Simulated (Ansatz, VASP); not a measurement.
# Ge2Sb2O: VASP beside Ansatz

```
Ge Sb O
1.0
     4.12244    0.00000    0.00000
    -2.06122    3.57014    0.00000
     0.00000    0.00000    6.74456
Ge Sb O
2 2 1
Direct
  0.66667 0.33333 0.39028
  0.33333 0.66667 0.60972
  0.66667 0.33333 0.77531
  0.33333 0.66667 0.22469
  0.00000 0.00000 0.00000
```

Change from the starting cell: species swapped into the Y2H2C type (P-3m1, No. 164).

Alike in both runs: task relaxation of cell and atoms; functional PBE; k mesh 6 × 6 × 4; occupations gaussian, width 0.1 eV; no spin polarisation.

```csv
,VASP,Ansatz
version,VASP 6.6.1,Ansatz 0.2.0
potentials or method,"VASP PAW PBE potentials, release 64 (Ge_d, Sb, O), cutoff 600 eV","scalar-relativistic, plane waves, PAW"
valence electrons in the cell,44,64
```

|  | VASP | Ansatz | Ansatz less VASP |
| --- | --- | --- | --- |
| gap on the k mesh at the Fermi level, each at its own relaxed structure (eV) | none | none | - |
| relaxed volume (Å³/atom) | 20.37 | 20.54 | +0.167 |
| relaxed cell length with the largest relative difference (Å) | 7.946 | 7.968 | +0.0220 |

A gap of «none» marks a metal or a gap that the smearing closes. VASP's potentials hold 44 valence electrons a cell and Ansatz's 64, so a difference there can come from the potentials and not from the codes.

Spin-orbit coupling is off throughout.
